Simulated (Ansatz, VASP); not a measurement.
Al in VASP and in Ansatz

Contents of INCAR:

```
SYSTEM = Al
ALGO = Fast
EDIFF = 1E-6
ENCUT = 520
GGA = PE
ISIF = 2
ISMEAR = 0
IVDW = 12
LASPH = .True.
LCHARG = .False.
LREAL = .False.
LWAVE = .False.
NBANDS = 14
NELM = 100
PREC = Accurate
SIGMA = 0.15
```

File KPOINTS:

```
k-points
0
Gamma
  18 18 4
  0 0 0
```

File POSCAR:

```
Al
1.0
    2.8144222650      0.0000000000      0.0000000000
   -1.4072111325      2.4373611785      0.0000000000
    0.0000000000      0.0000000000      9.2410470710
Al
4
Direct
    0.0000000000      0.0000000000      0.0000000000
    0.4769312552      0.9538625103      0.2500000000
    0.0000000000      0.0000000000      0.5000000000
    0.6666666667      0.3333333333      0.7500000000
```

Input for Ansatz:

```yaml
crystal:
  lattice:
    - [2.814422265, 0.0, 0.0]
    - [-1.4072111325, 2.4373611785, 0.0]
    - [0.0, 0.0, 9.241047071]
  atoms:
    - { symbol: Al, position: [0.0, 0.0, 0.0] }
    - { symbol: Al, position: [0.4769312552, 0.9538625103, 0.25] }
    - { symbol: Al, position: [0.0, 0.0, 0.5] }
    - { symbol: Al, position: [0.6666666667, 0.3333333333, 0.75] }
basis:
  ecutwfc: 420
kpoints:
  mp_grid: { grid: [18, 18, 4] }
hamiltonian:
  xc: pbe
  pseudopotentials: { kind: paw, azcp: { folder: soft_1 } }
  dispersion: d3bj
scf:
  occupations: { method: gaussian, width: 0.15 }
output:
  forces: true
  stress: true
  eigenvalues: true
```

Alike in both runs: task single point; functional PBE; dispersion D3(BJ); k mesh 18 × 18 × 4; occupations gaussian, width 0.15 eV; no spin polarisation.

```csv
,VASP,Ansatz
version,VASP 6.6.1,Ansatz 0.2.0
potentials or method,"VASP PAW PBE potentials, release 64 (Al), cutoff 520 eV","scalar-relativistic, plane waves, PAW"
valence electrons in the cell,12,12
```

|  | VASP | Ansatz | Ansatz less VASP |
| --- | --- | --- | --- |
| gap on the k mesh at the Fermi level (eV) | none | none | - |
| pressure (GPa) | 1.1 | 1.1 | 0.00 |
| traceless stress, the component that is largest in VASP (GPa) | 1.79 | 1.79 | -0.004 |
| rms of the force components (eV/Å) | 0.099 | 0.099 | -0.0001 |

Atom by atom the forces differ by 0.000 eV/Å (rms over components). A gap of «none» marks a metal or a gap that the smearing closes.
